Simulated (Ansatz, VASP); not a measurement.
## One calculation of LaHg, two programs

```
La Hg
1.0
     3.91374    0.00000    0.00000
     0.00000    3.91374    0.00000
     0.00000    0.00000    3.83700
La Hg
1 1
Direct
  0.50000 0.50000 0.50000
  0.00000 0.00000 0.00000
```

Change from the starting cell: equal xx and yy strain of +2 %.

Alike in both runs: task single point; functional LDA; k mesh 11 × 11 × 11; occupations fermi-dirac, width 0.08 eV; no spin polarisation.

```csv
,VASP,Ansatz
version,VASP 6.6.1,Ansatz 0.2.0
potentials or method,"VASP PAW LDA potentials, release 64 (La, Hg), cutoff 520 eV","all-electron LAPW, scalar-relativistic"
```

VASP gave:

| Item | Value |
| --- | --- |
| pressure (GPa) | -3.7 |
| traceless stress, the component that is largest in VASP (GPa) | 0.24 |

Q: Estimate Ansatz's values.

A: Pressure (GPa): -3.9; traceless stress, the component that is largest in VASP (GPa): 0.24.

LDA's correlation is that of Perdew and Zunger in VASP and of Perdew and Wang (1992) in Ansatz. Ansatz ran all-electron here, and VASP with PAW potentials.

Neither program's run includes spin-orbit coupling.
